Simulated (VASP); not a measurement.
Input of a VASP 6.6.1 run:

The input INCAR:

```
SYSTEM = TaN
PREC = Accurate
ENCUT = 520
EDIFF = 1E-6
ISMEAR = -1
SIGMA = 0.05
LREAL = .FALSE.
LASPH = .TRUE.
NELM = 150
ALGO = Normal
ISIF = 2
LWAVE = .FALSE.
LCHARG = .FALSE.
LNONCOLLINEAR = .TRUE.
MAGMOM = 0 0 0 0 0 0
LORBIT = 11
LSORBIT = .TRUE.
GGA_COMPAT = .FALSE.
LORBMOM = .TRUE.
LMAXMIX = 4
GGA = PS
NBANDS = 28
```

The input KPOINTS:

```
Automatic mesh
0
G
  10 10 9
  0 0 0
```

Contents of POSCAR:

```
TaN
1.0
    2.9380000000      0.0000000000      0.0000000000
   -1.4690000000      2.5443826363      0.0000000000
    0.0000000000      0.0000000000      2.8830000000
Ta N
1 1
Direct
    0.0000000000      0.0000000000      0.5000000000
    0.6666666667      0.3333333333      0.0000000000
```

Potentials or basis: VASP PAW PBE potentials, release 64 (Ta_pv, N).

The run is started by

```console
$ cat potpaw_PBE.64/Ta_pv/POTCAR potpaw_PBE.64/N/POTCAR > POTCAR
$ mpirun -np 1 vasp_ncl > vasp.out
```

(1) Estimate the pressure.

(2) What does it give for the net moment?

## Answers

(1) -3.7 GPa.

(2) 0.00 μB per cell.

Caveat: the PAW data sets were made with another functional, which shifts forces and pressure a little.
